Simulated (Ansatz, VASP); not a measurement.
# Two plane-wave programs on Be2Te

```xyz
3
Lattice="3.6592 0.0000 0.0000 -1.8296 3.1689 0.0000 0.0000 0.0000 4.1752" Properties=species:S:1:pos:R:3 pbc="T T T"
Be    0.0000    2.1126    2.6782
Be    1.8296    1.0563    1.4969
Te    0.0000    0.0000    0.0000
```

Alike in both runs: functional PBE; k mesh 15 × 15 × 12; occupations gaussian, width 0.1 eV; no spin polarisation.

Ansatz relaxed the structure, and its values are those at the end. VASP's run is a single point on that final structure, the one shown.

```csv
,VASP,Ansatz
version,VASP 6.6.1,Ansatz 0.2.0
potentials or method,"VASP PAW PBE potentials, release 64 (Be, Te), cutoff 520 eV","scalar-relativistic, plane waves, PAW"
valence electrons in the cell,10,20
```

|  | VASP | Ansatz | Ansatz less VASP |
| --- | --- | --- | --- |
| gap on the k mesh at the Fermi level (eV) | none | none | - |
| pressure (GPa) | 0.1 | 0.0 | -0.08 |
| rms of the force components (eV/Å) | 0.005 | 0.000 | -0.0053 |

A gap of «none» marks a metal or a gap that the smearing closes. VASP's potentials hold 10 valence electrons a cell and Ansatz's 20, so a difference there can come from the potentials and not from the codes.

Neither program's run includes spin-orbit coupling.
